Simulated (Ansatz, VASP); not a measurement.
**Cu in VASP and in Ansatz**

```
CELL_PARAMETERS angstrom
0.00000 1.80750 1.73520
1.80750 0.00000 1.73520
1.80750 1.80750 0.00000
ATOMIC_POSITIONS crystal
Cu 0.00000 0.00000 0.00000
```

Change from the starting cell: strain +0.000 along x and y, -0.040 along z, atoms carried along.

Alike in both runs: task single point; functional PBEsol; k mesh 22 × 22 × 22; occupations gaussian, width 0.15 eV; no spin polarisation.

|  | VASP | Ansatz |
| --- | --- | --- |
| version | VASP 6.6.1 | Ansatz 0.2.0 |
| potentials or method | VASP PAW PBE potentials, release 64 (Cu), cutoff 520 eV | scalar-relativistic, plane waves, PAW |
| valence electrons in the cell | 11 | 19 |

|  | VASP | Ansatz | Ansatz less VASP |
| --- | --- | --- | --- |
| gap on the k mesh at the Fermi level (eV) | none | none | - |
| pressure (GPa) | 0.4 | -0.3 | -0.71 |
| traceless stress, the component that is largest in VASP (GPa) | 1.52 | 1.53 | +0.003 |

VASP's potentials were made for PBE, not for PBEsol. A gap of «none» marks a metal or a gap that the smearing closes. VASP's potentials hold 11 valence electrons a cell and Ansatz's 19, so a difference there can come from the potentials and not from the codes.
